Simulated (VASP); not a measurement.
A run of VASP 6.6.1 is set up as follows.

The input POSCAR:

```
TiTe2
1.0
    3.8020139740      0.0000000000      0.0000000000
   -1.9010069870      3.2926406870      0.0000000000
    0.0000000000      0.0000000000      6.5410343667
Te Ti
2 1
Direct
    0.3333333333      0.6666666667      0.7372000000
    0.6666666667      0.3333333333      0.2628000000
    0.0000000000      0.0000000000      0.0000000000
```

File INCAR.step1:

```
ALGO = Normal
EDIFF = 1E-4
ENCUT = 520
GGA = PE
ISMEAR = -1
LASPH = T
LCHARG = F
LREAL = F
LWAVE = T
NBANDS = 19
NELM = 80
PREC = Accurate
SIGMA = 0.05
```

File INCAR.step2:

```
ALGO = Normal
EDIFF = 1E-6
ENCUT = 520
ISIF = 2
ISMEAR = -1
ISTART = 1
LASPH = T
LCHARG = F
LMIXTAU = T
LREAL = F
LWAVE = F
METAGGA = R2SCAN
NBANDS = 19
NELM = 80
PREC = Accurate
SIGMA = 0.05
```

File KPOINTS:

```
k-points
0
Gamma
  8 8 4
```

Potentials or basis: VASP PAW PBE potentials, release 64 (Te, Ti_sv).

The run is started by

```console
$ cat potpaw_PBE.64/Te/POTCAR potpaw_PBE.64/Ti_sv/POTCAR > POTCAR
$ cp INCAR.step1 INCAR
$ mpirun -np 1 vasp_std > vasp.out
$ cp INCAR.step2 INCAR
$ mpirun -np 1 vasp_std > vasp.out
```

(1) Predict the largest force.

(2) What does it give for the band gap on the k mesh?

(3) What does it give for the pressure?

Answers

(1) 0.365 eV/Å.

(2) zero (band 12 reaches 6.99 eV, above the bottom of band 13 at 6.40 eV).

(3) -0.3 GPa.

Caveat: the PAW data sets were made with another functional, which shifts forces and pressure a little; spin-orbit coupling is left out, which moves the levels of the heavy elements.
